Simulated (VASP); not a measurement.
# Be3Te4 (Pmm2) in VASP: single point with PBE

Aim: the single point of Be3Te4 with PBE.

Program: VASP 6.6.1. These are calculated values, not measurements. Logs are shortened: lines on timing, memory, paths and dates and some standing lists are left out, and cuts for length are marked.

### Step 1. The cell of the first run

It takes space group Pmm2 (No. 25, orthorhombic). Conventional cell: a = 3.855 Å, b = 7.847 Å, c = 12.320 Å, α = 90.00°, β = 90.00°, γ = 90.00°. Within 3.2 Å of Be (site symmetry m) lie 4 Te at 2.42 to 2.44 Å. Be (site symmetry m) has 4 Te at 2.40 to 2.47 Å within 3.2 Å. Be (site symmetry mm2) has 4 Te at 2.38 to 2.40 Å within 3.1 Å. Be (site symmetry mm2) has 4 Te at 2.45 to 2.47 Å within 3.2 Å. Te (site symmetry mm2) has 2 Be at 2.42 Å within 3.2 Å. Within 3.2 Å of Te (site symmetry mm2) lie 2 Be at 2.42 Å. Within 3.3 Å of Te (site symmetry m) lie 2 Be at 2.46 Å and 1 Te at 2.83 Å. Within 3.1 Å of Te (site symmetry mm2) lie 4 Be at 2.38 to 2.40 Å.

### Step 2. Single point, PBE

INCAR reads:

```
SYSTEM = Be3Te4
ALGO = Normal
EDIFF = 1E-6
ENCUT = 520
GGA = PE
ISIF = 2
ISMEAR = 0
LASPH = .TRUE.
LCHARG = .TRUE.
LELF = .TRUE.
LREAL = .FALSE.
LVHAR = .TRUE.
LWAVE = .FALSE.
NBANDS = 43
NELM = 100
PREC = Accurate
SIGMA = 0.1
```

KPOINTS reads:

```
k-points
0
G
  8 4 4
  0 0 0
```

POSCAR reads:

```
Be3Te4
1.0
    3.8549851128      0.0000000000      0.0000000000
    0.0000000000      7.8473645495      0.0000000000
    0.0000000000      0.0000000000     12.3199330647
Be Te
6 8
Direct
    0.0000000000      0.2444709319      0.2376434060
    0.0000000000      0.7555290681      0.2376434060
    0.0000000000      0.2734840133      0.7664318767
    0.0000000000      0.7265159867      0.7664318767
    0.5000000000      0.5000000000      0.0108785655
    0.5000000000      0.0000000000      0.9910876867
    0.0000000000      0.0000000000      0.3568297682
    0.0000000000      0.5000000000      0.3473834977
    0.5000000000      0.3195856642      0.6455456281
    0.5000000000      0.6804143358      0.6455456281
    0.0000000000      0.5000000000      0.8970838431
    0.0000000000      0.0000000000      0.8653799789
    0.5000000000      0.2423087143      0.1160284169
    0.5000000000      0.7576912857      0.1160284169
```

Potentials or basis: VASP PAW PBE potentials, release 64 (Be, Te).

The run is started by

```console
cat potpaw_PBE.64/Be/POTCAR potpaw_PBE.64/Te/POTCAR > POTCAR
mpirun -np 1 vasp_std > vasp.out
```

OUTCAR:

```text
SYSTEM = Be3Te4
   EDIFF = 1E-6
   ENCUT = 520
   GGA = PE
   ISIF = 2
   ISMEAR = 0
   LASPH = .TRUE.
   LREAL = .FALSE.
   NELM = 100
   PREC = Accurate

 ion  position               nearest neighbor table
   1  0.000  0.244  0.238-   7 2.42   8 2.42  13 2.44  13 2.44
   2  0.000  0.756  0.238-   7 2.42   8 2.42  14 2.44  14 2.44
   3  0.000  0.273  0.766-  11 2.40   9 2.46   9 2.46  12 2.47
   4  0.000  0.727  0.766-  11 2.40  10 2.46  10 2.46  12 2.47
   5  0.500  0.500  0.011-  11 2.38  11 2.38  14 2.40  13 2.40
   6  0.500  0.000  0.991-  13 2.45  14 2.45  12 2.47  12 2.47
   7  0.000  0.000  0.357-   1 2.42   2 2.42
   8  0.000  0.500  0.347-   1 2.42   2 2.42
   9  0.500  0.320  0.646-   3 2.46   3 2.46  10 2.83
  10  0.500  0.680  0.646-   4 2.46   4 2.46   9 2.83
  11  0.000  0.500  0.897-   5 2.38   5 2.38   3 2.40   4 2.40
  12  0.000  0.000  0.865-   3 2.47   4 2.47   6 2.47   6 2.47
  13  0.500  0.242  0.116-   5 2.40   1 2.44   1 2.44   6 2.45
  14  0.500  0.758  0.116-   5 2.40   2 2.44   2 2.44   6 2.45

  LATTYP: Found a simple orthorhombic cell.
 ALAT       =     3.8549851128
 B/A-ratio  =     2.0356406886
 C/A-ratio  =     3.1958445245

  Lattice vectors:

 A1 = (   3.8549851128,   0.0000000000,   0.0000000000)
 A2 = (   0.0000000000,   7.8473645495,   0.0000000000)
 A3 = (   0.0000000000,   0.0000000000,  12.3199330647)

Analysis of symmetry for initial positions (statically):
=====================================================================
 Subroutine PRICEL returns:
 Original cell was already a primitive cell.

 Routine SETGRP: Setting up the symmetry group for a
 simple orthorhombic supercell.

 Subroutine GETGRP returns: Found  4 space group operations
 (whereof  4 operations were pure point group operations)
 out of a pool of  8 trial point group operations.

The static configuration has the point symmetry C_2v.

Analysis of symmetry for dynamics (positions and initial velocities):
=====================================================================
 Subroutine PRICEL returns:
 Original cell was already a primitive cell.

 Routine SETGRP: Setting up the symmetry group for a
 simple orthorhombic supercell.

 Subroutine GETGRP returns: Found  4 space group operations
 (whereof  4 operations were pure point group operations)
 out of a pool of  8 trial point group operations.

The dynamic configuration has the point symmetry C_2v.

 Subroutine INISYM returns: Found  4 space group operations
 (whereof  4 operations are pure point group operations),
 and found     1 'primitive' translations

----------------------------------------------------------------------------------------

                                     Primitive cell

  volume of cell :     372.6961

  direct lattice vectors                    reciprocal lattice vectors
     3.854985113  0.000000000  0.000000000     0.259404374  0.000000000  0.000000000
     0.000000000  7.847364549  0.000000000     0.000000000  0.127431317  0.000000000
     0.000000000  0.000000000 12.319933065     0.000000000  0.000000000  0.081169272

  length of vectors
     3.854985113  7.847364549 12.319933065     0.259404374  0.127431317  0.081169272

  position of ions in fractional coordinates (direct lattice)
     0.000000000  0.244470932  0.237643406
     0.000000000  0.755529068  0.237643406
     0.000000000  0.273484013  0.766431877
     0.000000000  0.726515987  0.766431877
     0.500000000  0.500000000  0.010878566
     0.500000000  0.000000000  0.991087687
     0.000000000  0.000000000  0.356829768
     0.000000000  0.500000000  0.347383498
     0.500000000  0.319585664  0.645545628
     0.500000000  0.680414336  0.645545628
     0.000000000  0.500000000  0.897083843
     0.000000000  0.000000000  0.865379979
     0.500000000  0.242308714  0.116028417
     0.500000000  0.757691286  0.116028417

  ion indices of the primitive-cell ions
   primitive index   ion index
                 1           1
                 2           2
                 3           3
                 4           4
                 5           5
                 6           6
                 7           7
                 8           8
                 9           9
                10          10
                11          11
                12          12
                13          13
                14          14

----------------------------------------------------------------------------------------

 KPOINTS: k-points

Automatic generation of k-mesh.
 Grid dimensions read from file:
 generate k-points for:    8    4    4

 Generating k-lattice:

  Cartesian coordinates                     Fractional coordinates (reciprocal lattice)
     0.032425547  0.000000000  0.000000000     0.125000000  0.000000000  0.000000000
     0.000000000  0.031857829  0.000000000     0.000000000  0.250000000  0.000000000
     0.000000000  0.000000000  0.020292318     0.000000000  0.000000000  0.250000000

  Length of vectors
     0.032425547  0.031857829  0.020292318

  Shift w.r.t. Gamma in fractional coordinates (k-lattice)
     0.000000000  0.000000000  0.000000000

 Subroutine IBZKPT returns following result:
 ===========================================

 Found     45 irreducible k-points:

 Following reciprocal coordinates:
            Coordinates               Weight
  0.000000  0.000000  0.000000      1.000000
  0.125000  0.000000  0.000000      2.000000
  0.250000  0.000000  0.000000      2.000000
  0.375000  0.000000  0.000000      2.000000
  0.500000  0.000000  0.000000      1.000000
  0.000000  0.250000  0.000000      2.000000
[... 16 lines left out ...]
  0.250000  0.250000  0.250000      8.000000
  0.375000  0.250000  0.250000      8.000000
 [... further k-points ...]
   k-points           NKPTS =     45   k-points in BZ     NKDIM =     45   number of bands    NBANDS=     43
   number of dos      NEDOS =    301   number of ions     NIONS =     14
   total plane-waves  NPLWV = 172800
   dimension x,y,z NGX =    30 NGY =   60 NGZ =   96
   dimension x,y,z NGXF=    60 NGYF=  120 NGZF=  192
   ions per type =               6   8
   NGX,Y,Z   is equivalent  to a cutoff of  12.94, 12.71, 12.95 a.u.
   NGXF,Y,Z  is equivalent  to a cutoff of  25.87, 25.42, 25.91 a.u.
 SYSTEM =  Be3Te4
   PREC   = accura    normal or accurate (medium, high low for compatibility)
   ISTART =      0    job   : 0-new  1-cont  2-samecut
   ICHARG =      2    charge: 1-file 2-atom 10-const
   ISPIN  =      1    spin polarized calculation?
   LNONCOLLINEAR =      F non collinear calculations
   LSORBIT =      F    spin-orbit coupling
   LASPH  =      T    aspherical Exc in radial PAW
   ENCUT  =  520.0 eV  38.22 Ry    6.18 a.u.   7.17 14.59 22.91*2*pi/ulx,y,z
   NELM   =    100;   NELMIN=  2; NELMDL= -5     # of ELM steps
   EDIFF  = 0.1E-05   stopping-criterion for ELM
   LREAL  =      F    real-space projection
   EDIFFG = 0.1E-04   stopping-criterion for IOM
   NSW    =      0    number of steps for IOM
   IBRION =     -1    ionic relax: 0-MD 1-quasi-New 2-CG
   NFREE  =      0    steps in history (QN), initial steepest desc. (CG)
   ISIF   =      2    stress and relaxation
   ISYM   =      2    0-nonsym 1-usesym 2-fastsym
   POTIM  = 0.5000    time-step for ionic-motion
   TEBEG  =    0.0;   TEEND  =   0.0 temperature during run
   PSTRESS=    0.0 pullay stress
   NELECT =      60.0000    total number of electrons
   NUPDOWN=      -1.0000    fix difference up-down
   EMIN   =  10.00;   EMAX   =-10.00  energy-range for DOS
   EFERMI =   0.00;   METHOD = LEGACY
   ISMEAR =     0;   SIGMA  =   0.10  broadening in eV -4-tet -1-fermi 0-gaus
   EFERMI_NEDOS =   21; number of points for ismear=-14 and -15
   IALGO  =     38    algorithm
   IMIX   =      4    mixing-type and parameters
     AMIX     =   0.40;   BMIX     =  1.00
     AMIX_MAG =   1.60;   BMIX_MAG =  1.00
  volume/ion in A,a.u.               =      26.62       179.65
  Fermi-wavevector in a.u.,A,eV,Ry     =   0.890581  1.682955 10.791260  0.793135
  Thomas-Fermi vector in A             =   2.012291
   LORBIT       =      0    0 simple, 1 ext, 2 COOP (PROOUT), +10 PAW based schemes
   GGA     = PE    functional components
   LHFCALC =     F    Hartree Fock is set to
   AEXX    =    0.0000 exact exchange contribution
   IVDW    =     0    specifies the selected vdW correction
   LEPSILON=     F    determine dielectric tensor
   LRPA    =     F    only Hartree local field effects (RPA)
 non-spin polarized calculation
 Gauss-broadening in eV      SIGMA  =   0.10
  energy-cutoff  :      520.00
  volume of cell :      372.70
 maximum number of plane-waves:     10076
 NGX is ok and might be reduce to    30
   NGX = 15   NGY = 29   NGZ = 45

 number of electron      59.9999998 magnetization

 Free energy of the ion-electron system (eV)
  ---------------------------------------------------
  ext. energy  EPLUGINS =         0.00000000
  ---------------------------------------------------
  free energy    TOTEN  =       -50.58721029 eV

  energy without entropy =      -50.55563805  energy(sigma->0) =      -50.57142417

 E-fermi :   3.7747     XC(G=0):  -8.5280

 val. band max:        3.7688599397   @ k =   0.1250   0.2500   0.5000
 cond. band min:       3.7817497743   @ k =   0.0000   0.2500   0.0000
 fundamental gap:      0.0128898346
 Fermi energy:         3.7746861896

 k-point     1 :       0.0000    0.0000    0.0000
  band No.  band energies     occupation
      1      -8.3870      2.00000
      2      -7.8475      2.00000
      3      -7.2662      2.00000
      4      -7.0747      2.00000
      5      -6.9354      2.00000
      6      -6.3492      2.00000
[... 34 lines left out ...]
     41       8.4408      0.00000
     42       8.4514      0.00000

 k-point     2 :       0.1250    0.0000    0.0000
  band No.  band energies     occupation
      1      -8.2873      2.00000
      2      -7.7600      2.00000
      3      -7.1928      2.00000
      4      -7.0004      2.00000
      5      -6.8544      2.00000
      6      -6.3072      2.00000
[... 34 lines left out ...]
     41       8.6597      0.00000
     42       8.7527      0.00000

 k-point     3 :       0.2500    0.0000    0.0000
  band No.  band energies     occupation
      1      -8.0104      2.00000
      2      -7.5243      2.00000
      3      -7.0126      2.00000
      4      -6.8071      2.00000
      5      -6.6410      2.00000
      6      -6.2167      2.00000
[... 34 lines left out ...]
     41       8.6623      0.00000
     42       8.6641      0.00000

 k-point     4 :       0.3750    0.0000    0.0000
  band No.  band energies     occupation
      1      -7.6467      2.00000
      2      -7.2313      2.00000
      3      -6.8654      2.00000
      4      -6.5865      2.00000
      5      -6.3946      2.00000
      6      -6.1536      2.00000
[... 844 lines left out ...]
     41       8.6697      0.00000
     42       8.8312      0.00000

 k-point    23 :       0.2500    0.2500    0.2500
  band No.  band energies     occupation
      1      -7.9604      2.00000
      2      -7.4835      2.00000
      3      -7.0584      2.00000
      4      -6.9253      2.00000
      5      -6.6435      2.00000
      6      -6.1687      2.00000
[... 34 lines left out ...]
     41       8.7610      0.00000
     42       8.9841      0.00000

 k-point    24 :       0.3750    0.2500    0.2500
  band No.  band energies     occupation
      1      -7.6177      2.00000
      2      -7.1743      2.00000
      3      -6.8131      2.00000
      4      -6.7268      2.00000
      5      -6.4529      2.00000
      6      -6.0841      2.00000
[... 34 lines left out ...]
     41       8.5833      0.00000
     42       8.9124      0.00000

 [... further k-points ...]

 [bands above 42 left out]

------------------------ aborting loop because EDIFF is reached ----------------------------------------

  FORCE on cell =-STRESS in cart. coord.  units (eV):
  Direction    XX          YY          ZZ          XY          YZ          ZX
  --------------------------------------------------------------------------------------
  -------------------------------------------------------------------------------------
  Total        0.2275674      0.2695325      0.1822998      0.0000000      0.0000000      0.0000000
  in kB        0.9782860      1.1586890      0.7836858      0.0000000      0.0000000      0.0000000
  external PRESSURE =       0.9735536 kB  Pullay stress =       0.0000000 kB

 VOLUME and BASIS-vectors are now :
 -----------------------------------------------------------------------------
  energy-cutoff  :      520.00
  volume of cell :      372.70
      direct lattice vectors                 reciprocal lattice vectors
     3.854985113  0.000000000  0.000000000     0.259404374  0.000000000  0.000000000
     0.000000000  7.847364549  0.000000000     0.000000000  0.127431317  0.000000000
     0.000000000  0.000000000 12.319933065     0.000000000  0.000000000  0.081169272

 POSITION                                       TOTAL-FORCE (eV/Angst)
 -----------------------------------------------------------------------------------
      0.00000      1.91845      2.92775        -0.000000     -0.003464     -0.009686
      0.00000      5.92891      2.92775         0.000000      0.003464     -0.009686
      0.00000      2.14613      9.44239         0.000000     -0.008901      0.008224
      0.00000      5.70124      9.44239         0.000000      0.008901      0.008224
      1.92749      3.92368      0.13402         0.000000      0.000000      0.002152
      1.92749      0.00000     12.21013         0.000000      0.000000      0.005839
      0.00000      0.00000      4.39612         0.000000      0.000000      0.022895
      0.00000      3.92368      4.27974         0.000000      0.000000      0.018913
      1.92749      2.50791      7.95308         0.000000     -0.012420     -0.017934
      1.92749      5.33946      7.95308         0.000000      0.012420     -0.017934
      0.00000      3.92368     11.05201         0.000000      0.000000     -0.000669
      0.00000      0.00000     10.66142         0.000000      0.000000     -0.011275
      1.92749      1.90148      1.42946         0.000000     -0.003365      0.000468
      1.92749      5.94588      1.42946         0.000000      0.003365      0.000468
 -----------------------------------------------------------------------------------
    total drift:                               -0.000000      0.000000     -0.000196

  FREE ENERGIE OF THE ION-ELECTRON SYSTEM (eV)
  ---------------------------------------------------
  free  energy   TOTEN  =       -50.5872102901 eV

  energy  without entropy=      -50.5556380547  energy(sigma->0) =      -50.57142417
```

Wall time 23 min (1 thread of Intel Xeon 6975P-C (Granite Rapids), shared host); peak memory 0.75 GiB.

Results:

| Item | Value |
| --- | --- |
| Free energy | -50.5872 eV |
| Pressure | 0.1 GPa |
| Largest force | 0.023 eV/Å |
| Band gap on the k mesh | zero (bands 30 and 31 overlap by 1.94 eV) |

Forces in eV/Å, atoms in the order of the input:
```
Be   0.000 -0.003 -0.010
Be   0.000  0.003 -0.010
Be   0.000 -0.009  0.008
Be   0.000  0.009  0.008
Be   0.000  0.000  0.002
Be   0.000  0.000  0.006
Te   0.000  0.000  0.023
Te   0.000  0.000  0.019
Te   0.000 -0.012 -0.018
Te   0.000  0.012 -0.018
Te   0.000  0.000 -0.001
Te   0.000  0.000 -0.011
Te   0.000 -0.003  0.000
Te   0.000  0.003  0.000
```

Caveat: spin-orbit coupling is left out, which moves the levels of the heavy elements; this functional lacks dispersion, which binds layers or chains, so the pressure and a relaxed spacing across them are unreliable.
